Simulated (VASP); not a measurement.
# Al2BN3 (R-3m) in VASP: further runs

The runs below take Al2BN3 through single point, relaxation of cell and atoms, with PBE.

Program: VASP 6.6.1. These are calculated values, not measurements. Logs are shortened: lines on timing, memory, paths and dates and some standing lists are left out, and cuts for length are marked.

## (1) The cell of the first run

The structure is trigonal, space group R-3m (No. 166). Conventional cell: a = 4.990 Å, b = 4.990 Å, c = 9.886 Å, α = 90.00°, β = 90.00°, γ = 120.00°. Within 2.5 Å of Al (site symmetry 3m) lie 3 N at 1.85 Å and 1 B at 2.14 Å. Within 2.8 Å of B (site symmetry -3m) lie 2 Al at 2.14 Å and 6 N at 2.49 Å. Within 2.5 Å of N (site symmetry 2/m) lie 2 Al at 1.85 Å and 4 N at 2.49 Å and 2 B at 2.49 Å.

The cell was built from a structure type or drawn by symmetry, and may not be a known phase.

## (2) Single point, PBE

INCAR reads:

```
SYSTEM = Al2BN3
ALGO = Normal
EDIFF = 1E-6
ENCUT = 520
GGA = PE
ISIF = 2
ISMEAR = 0
LASPH = .True.
LCHARG = .True.
LELF = .True.
LREAL = .False.
LVHAR = .True.
LWAVE = .False.
NBANDS = 21
NELM = 60
PREC = Accurate
SIGMA = 0.1
```

KPOINTS reads:

```
k-points
0
Gamma
  6 6 6
  0 0 0
```

POSCAR reads:

```
Al2BN3
1.0
    2.4948452146      1.4403995549      3.2954806306
   -2.4948452146      1.4403995549      3.2954806306
    0.0000000000     -2.8807991137      3.2954806290
Al B N
2 1 3
Direct
    0.2838801177      0.2838801177      0.2838801177
    0.7161198823      0.7161198823      0.7161198823
    0.5000000000      0.5000000000      0.5000000000
    0.0000000000      0.0000000000      0.5000000000
    0.5000000000      0.0000000000      0.0000000000
    0.0000000000      0.5000000000      0.0000000000
```

Potentials or basis: VASP PAW PBE potentials, release 64 (Al, B, N).

Launch:

```console
$ cat potpaw_PBE.64/Al/POTCAR potpaw_PBE.64/B/POTCAR potpaw_PBE.64/N/POTCAR > POTCAR
$ mpirun -np 1 vasp_std > vasp.out
```

OUTCAR:

```text
SYSTEM = Al2BN3
   EDIFF = 1E-6
   ENCUT = 520
   GGA = PE
   ISIF = 2
   ISMEAR = 0
   LASPH = .True.
   LREAL = .False.
   NELM = 60
   PREC = Accurate

 ion  position               nearest neighbor table
   1  0.284  0.284  0.284-   4 1.85   5 1.85   6 1.85   3 2.14   2 3.04   2 3.04   2 3.04
   2  0.716  0.716  0.716-   4 1.85   5 1.85   6 1.85   3 2.14   1 3.04   1 3.04   1 3.04
   3  0.500  0.500  0.500-   1 2.14   2 2.14
   4  0.000  0.000  0.500-   1 1.85   2 1.85
   5  0.500  0.000  0.000-   1 1.85   2 1.85
   6  0.000  0.500  0.000-   1 1.85   2 1.85

  LATTYP: Found a trigonal (rhomboedric) cell.
 ALAT       =     4.3771218979
 COS(alpha) =     0.3502595193

  Lattice vectors:

 A1 = (   2.4948452146,   1.4403995549,   3.2954806306)
 A2 = (  -2.4948452146,   1.4403995549,   3.2954806306)
 A3 = (   0.0000000000,  -2.8807991137,   3.2954806290)

Analysis of symmetry for initial positions (statically):
=====================================================================
 Subroutine PRICEL returns:
 Original cell was already a primitive cell.

 Routine SETGRP: Setting up the symmetry group for a
 trigonal (rhombohedral) supercell.

 Subroutine GETGRP returns: Found 12 space group operations
 (whereof 12 operations were pure point group operations)
 out of a pool of 12 trial point group operations.

The static configuration has the point symmetry D_3d.

Analysis of symmetry for dynamics (positions and initial velocities):
=====================================================================
 Subroutine PRICEL returns:
 Original cell was already a primitive cell.

 Routine SETGRP: Setting up the symmetry group for a
 trigonal (rhombohedral) supercell.

 Subroutine GETGRP returns: Found 12 space group operations
 (whereof 12 operations were pure point group operations)
 out of a pool of 12 trial point group operations.

The dynamic configuration has the point symmetry D_3d.

 Subroutine INISYM returns: Found 12 space group operations
 (whereof 12 operations are pure point group operations),
 and found     1 'primitive' translations

----------------------------------------------------------------------------------------

                                     Primitive cell

  volume of cell :      71.0553

  direct lattice vectors                    reciprocal lattice vectors
     2.494845215  1.440399555  3.295480631     0.200413235  0.115708635  0.101148625
    -2.494845215  1.440399555  3.295480631    -0.200413235  0.115708635  0.101148625
     0.000000000 -2.880799114  3.295480629     0.000000000 -0.231417270  0.101148625

  length of vectors
     4.377121898  4.377121898  4.377121898     0.252556919  0.252556919  0.252556919

  position of ions in fractional coordinates (direct lattice)
     0.283880118  0.283880118  0.283880118
     0.716119882  0.716119882  0.716119882
     0.500000000  0.500000000  0.500000000
     0.000000000  0.000000000  0.500000000
     0.500000000  0.000000000  0.000000000
     0.000000000  0.500000000  0.000000000

  ion indices of the primitive-cell ions
   primitive index   ion index
                 1           1
                 2           2
                 3           3
                 4           4
                 5           5
                 6           6

----------------------------------------------------------------------------------------

 KPOINTS: k-points

Automatic generation of k-mesh.
 Grid dimensions read from file:
 generate k-points for:    6    6    6

 Generating k-lattice:

  Cartesian coordinates                     Fractional coordinates (reciprocal lattice)
     0.033402206  0.019284773  0.016858104     0.166666667  0.000000000  0.000000000
    -0.033402206  0.019284773  0.016858104     0.000000000  0.166666667  0.000000000
     0.000000000 -0.038569545  0.016858104     0.000000000  0.000000000  0.166666667

  Length of vectors
     0.042092820  0.042092820  0.042092820

  Shift w.r.t. Gamma in fractional coordinates (k-lattice)
     0.000000000  0.000000000  0.000000000

 Subroutine IBZKPT returns following result:
 ===========================================

 Found     32 irreducible k-points:

 Following reciprocal coordinates:
            Coordinates               Weight
  0.000000  0.000000  0.000000      1.000000
  0.166667 -0.000000 -0.000000      6.000000
  0.333333 -0.000000  0.000000      6.000000
  0.500000  0.000000 -0.000000      3.000000
  0.166667  0.166667 -0.000000      6.000000
  0.333333  0.166667  0.000000     12.000000
[... 16 lines left out ...]
  0.500000  0.500000  0.166667      6.000000
 -0.333333  0.500000  0.166667     12.000000
 [... further k-points ...]
   k-points           NKPTS =     32   k-points in BZ     NKDIM =     32   number of bands    NBANDS=     21
   number of dos      NEDOS =    301   number of ions     NIONS =      6
   total plane-waves  NPLWV =  46656
   dimension x,y,z NGX =    36 NGY =   36 NGZ =   36
   dimension x,y,z NGXF=    72 NGYF=   72 NGZF=   72
   ions per type =               2   1   3
   NGX,Y,Z   is equivalent  to a cutoff of  13.67, 13.67, 13.67 a.u.
   NGXF,Y,Z  is equivalent  to a cutoff of  27.35, 27.35, 27.35 a.u.
 SYSTEM =  Al2BN3
   PREC   = accura    normal or accurate (medium, high low for compatibility)
   ISTART =      0    job   : 0-new  1-cont  2-samecut
   ICHARG =      2    charge: 1-file 2-atom 10-const
   ISPIN  =      1    spin polarized calculation?
   LNONCOLLINEAR =      F non collinear calculations
   LSORBIT =      F    spin-orbit coupling
   LASPH  =      T    aspherical Exc in radial PAW
   ENCUT  =  520.0 eV  38.22 Ry    6.18 a.u.   8.14  8.14  8.14*2*pi/ulx,y,z
   NELM   =     60;   NELMIN=  2; NELMDL= -5     # of ELM steps
   EDIFF  = 0.1E-05   stopping-criterion for ELM
   LREAL  =      F    real-space projection
   EDIFFG = 0.1E-04   stopping-criterion for IOM
   NSW    =      0    number of steps for IOM
   IBRION =     -1    ionic relax: 0-MD 1-quasi-New 2-CG
   NFREE  =      0    steps in history (QN), initial steepest desc. (CG)
   ISIF   =      2    stress and relaxation
   ISYM   =      2    0-nonsym 1-usesym 2-fastsym
   POTIM  = 0.5000    time-step for ionic-motion
   TEBEG  =    0.0;   TEEND  =   0.0 temperature during run
   PSTRESS=    0.0 pullay stress
   NELECT =      24.0000    total number of electrons
   NUPDOWN=      -1.0000    fix difference up-down
   EMIN   =  10.00;   EMAX   =-10.00  energy-range for DOS
   EFERMI =   0.00;   METHOD = LEGACY
   ISMEAR =     0;   SIGMA  =   0.10  broadening in eV -4-tet -1-fermi 0-gaus
   EFERMI_NEDOS =   21; number of points for ismear=-14 and -15
   IALGO  =     38    algorithm
   IMIX   =      4    mixing-type and parameters
     AMIX     =   0.40;   BMIX     =  1.00
     AMIX_MAG =   1.60;   BMIX_MAG =  1.00
  volume/ion in A,a.u.               =      11.84        79.92
  Fermi-wavevector in a.u.,A,eV,Ry     =   1.140109  2.154494 17.685513  1.299849
  Thomas-Fermi vector in A             =   2.276812
   LORBIT       =      0    0 simple, 1 ext, 2 COOP (PROOUT), +10 PAW based schemes
   GGA     = PE    functional components
   LHFCALC =     F    Hartree Fock is set to
   AEXX    =    0.0000 exact exchange contribution
   IVDW    =     0    specifies the selected vdW correction
   LEPSILON=     F    determine dielectric tensor
   LRPA    =     F    only Hartree local field effects (RPA)
 non-spin polarized calculation
 Gauss-broadening in eV      SIGMA  =   0.10
  energy-cutoff  :      520.00
  volume of cell :       71.06
 maximum number of plane-waves:      1941
 NGX is ok and might be reduce to    36
   NGX = 17   NGY = 17   NGZ = 17

 number of electron      23.9999997 magnetization

 Free energy of the ion-electron system (eV)
  ---------------------------------------------------
  ext. energy  EPLUGINS =         0.00000000
  ---------------------------------------------------
  free energy    TOTEN  =       -32.38918420 eV

  energy without entropy =      -32.36473867  energy(sigma->0) =      -32.37696144

 E-fermi :   4.1221     XC(G=0): -10.2459

 val. band max:        4.1018406769   @ k =  -0.3333   0.1667   0.1667
 cond. band min:       4.1321184821   @ k =   0.5000   0.1667   0.1667
 fundamental gap:      0.0302778052
 Fermi energy:         4.1220690995

 k-point     1 :       0.0000    0.0000    0.0000
  band No.  band energies     occupation
      1     -11.5095      2.00000
      2      -8.2702      2.00000
      3      -8.2702      2.00000
      4      -2.5588      2.00000
      5      -1.1284      2.00000
      6      -0.1587      2.00000
[... 13 lines left out ...]
     20      13.2583      0.00000
     21      16.4245      0.00000

 k-point     2 :       0.1667   -0.0000   -0.0000
  band No.  band energies     occupation
      1     -11.3602      2.00000
      2      -8.5731      2.00000
      3      -8.2836      2.00000
      4      -2.2555      2.00000
      5      -1.6971      2.00000
      6       0.0810      2.00000
[... 13 lines left out ...]
     20      13.4593      0.00000
     21      16.2600      0.00000

 k-point     3 :       0.3333   -0.0000    0.0000
  band No.  band energies     occupation
      1     -10.9440      2.00000
      2      -9.2634      2.00000
      3      -8.3099      2.00000
      4      -2.2722      2.00000
      5      -1.5193      2.00000
      6       0.6385      2.00000
[... 13 lines left out ...]
     20      13.6055      0.00000
     21      15.7967      0.00000
[... 457 lines left out ...]
 k-point    23 :       0.5000    0.5000    0.1667
  band No.  band energies     occupation
      1     -10.6195      2.00000
      2      -9.2151      2.00000
      3      -8.5088      2.00000
      4      -3.1430      2.00000
      5      -1.8108      2.00000
      6       0.0122      2.00000
[... 13 lines left out ...]
     20      12.4443      0.00000
     21      13.4281      0.00000

 k-point    24 :      -0.3333    0.5000    0.1667
  band No.  band energies     occupation
      1     -10.3338      2.00000
      2      -9.6486      2.00000
      3      -8.5576      2.00000
      4      -2.8711      2.00000
      5      -1.7859      2.00000
      6       0.0367      2.00000
[... 13 lines left out ...]
     20      12.8764      0.00000
     21      14.3443      0.00000

 [... further k-points ...]

------------------------ aborting loop because EDIFF is reached ----------------------------------------

  FORCE on cell =-STRESS in cart. coord.  units (eV):
  Direction    XX          YY          ZZ          XY          YZ          ZX
  --------------------------------------------------------------------------------------
  -------------------------------------------------------------------------------------
  Total       -0.0087932     -0.0087932     -0.1329014      0.0000000      0.0000000     -0.0000000
  in kB       -0.1982722     -0.1982722     -2.9967013      0.0000000      0.0000000     -0.0000000
  external PRESSURE =      -1.1310819 kB  Pullay stress =       0.0000000 kB

 VOLUME and BASIS-vectors are now :
 -----------------------------------------------------------------------------
  energy-cutoff  :      520.00
  volume of cell :       71.06
      direct lattice vectors                 reciprocal lattice vectors
     2.494845215  1.440399555  3.295480631     0.200413235  0.115708635  0.101148625
    -2.494845215  1.440399555  3.295480631    -0.200413235  0.115708635  0.101148625
     0.000000000 -2.880799114  3.295480629     0.000000000 -0.231417270  0.101148625

 POSITION                                       TOTAL-FORCE (eV/Angst)
 -----------------------------------------------------------------------------------
      0.00000     -0.00000      2.80656        -0.000000      0.000000     -0.008010
      0.00000     -0.00000      7.07988        -0.000000     -0.000000      0.008010
      0.00000     -0.00000      4.94322         0.000000      0.000000     -0.000000
      0.00000     -1.44040      1.64774         0.000000     -0.000000     -0.000000
      1.24742      0.72020      1.64774        -0.000000     -0.000000     -0.000000
     -1.24742      0.72020      1.64774         0.000000      0.000000      0.000000
 -----------------------------------------------------------------------------------
    total drift:                               -0.000000      0.000000      0.000000

  FREE ENERGIE OF THE ION-ELECTRON SYSTEM (eV)
  ---------------------------------------------------
  free  energy   TOTEN  =       -32.3891842032 eV

  energy  without entropy=      -32.3647386724  energy(sigma->0) =      -32.37696144
```

Wall time 22 s (1 thread of Intel Xeon 6975P-C (Granite Rapids), shared host); peak memory 0.22 GiB.

Results:

```yaml
Free_energy: -32.3892 eV
Pressure: -0.1 GPa
Largest_force: 0.008 eV/Å
Band_gap_on_the_k_mesh: zero (bands 12 and 13 overlap by 1.20 eV)
```

Forces on the atoms (eV/Å):
```
Al   0.000  0.000 -0.008
Al   0.000  0.000  0.008
B    0.000  0.000  0.000
N    0.000  0.000  0.000
N    0.000  0.000  0.000
N    0.000  0.000  0.000
```

Stress tensor (GPa, compression positive):
```
-0.02  0.00  0.00
 0.00 -0.02  0.00
 0.00  0.00 -0.30
```

## (3) Single point, PBE

This run uses another cell than the first one, of 12.31 Å³/atom.

INCAR reads:

```
  ALGO = Normal
  EDIFF = 1E-7
  ENCUT = 520
  GGA = PE
  ISIF = 2
  ISMEAR = 0
  LASPH = True
  LCHARG = False
  LREAL = False
  LWAVE = False
  NBANDS = 21
  NELM = 60
  PREC = Accurate
  SIGMA = 0.1
```

KPOINTS reads:

```
k-points
0
Gamma
  6 6 6
```

POSCAR reads:

```
Al2BN3
1.0
    2.2218206600      1.2827687500      4.3196743000
   -2.2218206600      1.2827687500      4.3196743000
    0.0000000000     -2.5655375100      4.3196743000
Al B N
2 1 3
Direct
    0.3248828400      0.3248828400      0.3248828400
    0.6751171600      0.6751171600      0.6751171600
    0.5000000000      0.5000000000      0.5000000000
    0.0000000000      0.0000000000      0.5000000000
    0.5000000000      0.0000000000      0.0000000000
    0.0000000000      0.5000000000      0.0000000000
```

Potentials or basis: VASP PAW PBE potentials, release 64 (Al, B, N).

Launch:

```console
$ cat potpaw_PBE.64/Al/POTCAR potpaw_PBE.64/B/POTCAR potpaw_PBE.64/N/POTCAR > POTCAR
$ mpirun -np 1 vasp_std > vasp.out
```

Run time: 30 s. Hardware: 1 thread of Intel Xeon 6975P-C (Granite Rapids), shared host; peak memory 0.24 GiB.

It converged, with:

```yaml
Free_energy: -26.9582 eV
Pressure: -11.8 GPa
Largest_force: 2.950 eV/Å
Band_gap_on_the_k_mesh: zero (bands 12 and 13 overlap by 2.50 eV)
```

Forces in eV/Å, atoms in the order of the input:
```
Al   0.000  0.000 -2.950
Al   0.000  0.000  2.950
B    0.000  0.000  0.000
N    0.000  0.000  0.000
N    0.000  0.000  0.000
N    0.000  0.000  0.000
```

Stress tensor (GPa, compression positive):
```
 -3.81   0.00   0.00
  0.00  -3.81   0.00
  0.00   0.00 -27.75
```

Levels at points of the mesh, in eV from the Fermi level:
| k point | band 10 | band 11 | band 12 | band 13 | band 14 | band 15 |
| --- | --- | --- | --- | --- | --- | --- |
| (0.00, 0.00, 0.00) | -1.40 | -1.40 | -0.77 | 0.73 | 0.73 | 1.89 |
| (0.50, 0.00, 0.00) | -2.51 | -1.28 | -1.01 | -0.61 | 0.04 | 1.72 |
| (0.50, 0.50, 0.00) | -0.99 | -0.80 | -0.37 | 0.21 | 0.89 | 1.24 |
| (0.50, 0.50, 0.50) | -1.28 | -0.78 | 1.89 | 1.91 | 2.38 | 2.38 |

Caveat: the cell stands under tension; forces of over 1 eV/Å act on the atoms, so gaps and moduli don't describe the material at rest.

## (4) Relaxation of cell and atoms, PBE

This run uses another cell than the first one, of 12.31 Å³/atom.

INCAR reads:

```
ALGO = Normal
EDIFF = 1E-6
EDIFFG = -0.04
ENCUT = 600
GGA = PE
IBRION = 2
ISIF = 3
ISMEAR = 0
LASPH = T
LCHARG = F
LREAL = F
LWAVE = F
NELM = 100
NSW = 90
PREC = Accurate
SIGMA = 0.1
```

KPOINTS is that of step 3.

POSCAR is that of step 3.

Launch:

```console
$ cat potpaw_PBE.64/Al/POTCAR potpaw_PBE.64/B/POTCAR potpaw_PBE.64/N/POTCAR > POTCAR
$ mpirun -np 1 vasp_std > vasp.out
```

Run time: 5.8 min. Hardware: 1 thread of Intel Xeon 6975P-C (Granite Rapids), shared host; peak memory 0.27 GiB.

It converged, with:

```
Free energy                           : -32.3971 eV
Relaxed volume                        : 11.82 Å³/atom
Relaxed cell                          : a = 4.375 Å, b = 4.375 Å, c = 4.375 Å, α = 69.45°, β = 69.45°, γ = 69.45°
Space group after relaxing (to 0.1 Å) : R-3m (No. 166)
Pressure after relaxing               : 0.0 GPa
Largest force after relaxing          : 0.014 eV/Å
Band gap on the k mesh                : zero (bands 12 and 13 overlap by 1.20 eV)
```

Forces on the atoms (eV/Å):
```
Al   0.000  0.000 -0.014
Al   0.000  0.000  0.014
B    0.000  0.000  0.000
N    0.000  0.000  0.000
N    0.000  0.000  0.000
N    0.000  0.000  0.000
```

Stress tensor (GPa, compression positive):
```
 0.01  0.00  0.00
 0.00  0.01  0.00
 0.00  0.00 -0.08
```

Final structure:
```yaml
crystal:
  lattice:
    - [2.49210, 1.43881, 3.29515]
    - [-2.49210, 1.43881, 3.29515]
    - [0.00000, -2.87763, 3.29515]
  atoms:
    - { symbol: Al, position: [0.28406, 0.28406, 0.28406] }
    - { symbol: Al, position: [0.71594, 0.71594, 0.71594] }
    - { symbol: B, position: [0.50000, 0.50000, 0.50000] }
    - { symbol: N, position: [0.00000, 0.00000, 0.50000] }
    - { symbol: N, position: [0.50000, 0.00000, 0.00000] }
    - { symbol: N, position: [0.00000, 0.50000, 0.00000] }
```

Levels at points of the mesh, in eV from the Fermi level:
```tsv
k point	band 9	band 10	band 11	band 12	band 13	band 14	band 15	band 16
(0.00, 0.00, 0.00)	-2.58	-2.26	-0.96	1.07	1.19	1.19	3.02	3.20
(0.50, 0.00, 0.00)	-2.30	-1.83	-1.20	-1.11	0.06	1.11	1.94	4.78
(0.50, 0.50, 0.00)	-2.57	-2.04	-0.47	-0.05	0.01	1.35	2.42	3.99
(0.50, 0.50, 0.50)	-1.52	-1.52	0.13	1.06	1.06	1.20	5.00	5.00
```

## (5) Summary

```tsv
task	cell	cutoff (eV)	gap on the mesh (eV)	pressure (GPa)	largest force (eV/Å)
single point	a = 4.377 Å, angles 69.5°, 6 atoms, atomic positions A	520	none	-0.1	0.01
single point	a = 5.024 Å, angles 52.5°, 6 atoms, atomic positions B	520	none	-11.8	2.95
relaxation of cell and atoms	relaxed from a = 5.024 Å, angles 52.5°, 6 atoms, atomic positions B	600	none	0.0	0.01
```

Alike in all rows: level PBE; potentials or basis VASP PAW PBE potentials, release 64 (Al, B, N); no spin polarisation; k mesh 6 × 6 × 6; smearing gaussian 0.1 eV.

Caveats: the cell stands under tension (at least some runs); forces of over 1 eV/Å act on the atoms, so gaps and moduli don't describe the material at rest (at least some runs).

Total energies depend on the potentials used, so only differences within one code and one set of settings carry meaning.
